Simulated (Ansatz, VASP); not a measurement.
## Al2Cu in VASP and in Ansatz

```
CELL_PARAMETERS angstrom
-3.03350 3.03350 2.43850
3.03350 -3.03350 2.43850
3.03350 3.03350 -2.43850
ATOMIC_POSITIONS crystal
Al 0.15810 0.65810 0.81620
Al 0.65810 0.84190 0.50000
Al 0.84190 0.34190 0.18380
Al 0.34190 0.15810 0.50000
Cu 0.75000 0.75000 0.00000
Cu 0.25000 0.25000 0.00000
```

Alike in both runs: task relaxation of cell and atoms; functional PBEsol; k mesh 10 × 10 × 10; occupations gaussian, width 0.1 eV; no spin polarisation.

```csv
,VASP,Ansatz
version,VASP 6.6.1,Ansatz 0.2.0
potentials or method,"VASP PAW PBE potentials, release 64 (Al, Cu), cutoff 600 eV","scalar-relativistic, plane waves, PAW"
valence electrons in the cell,34,50
```

|  | VASP | Ansatz | Ansatz less VASP |
| --- | --- | --- | --- |
| gap on the k mesh at the Fermi level, each at its own relaxed structure (eV) | none | none | - |
| relaxed volume (Å³/atom) | 14.49 | 14.45 | -0.037 |
| relaxed length of the cell vector where the two differ most in proportion (Å) | 4.881 | 4.877 | -0.0042 |

VASP's potentials were made for PBE, not for PBEsol. A gap of «none» marks a metal or a gap that the smearing closes. VASP's potentials hold 34 valence electrons a cell and Ansatz's 50, so a difference there can come from the potentials and not from the codes.
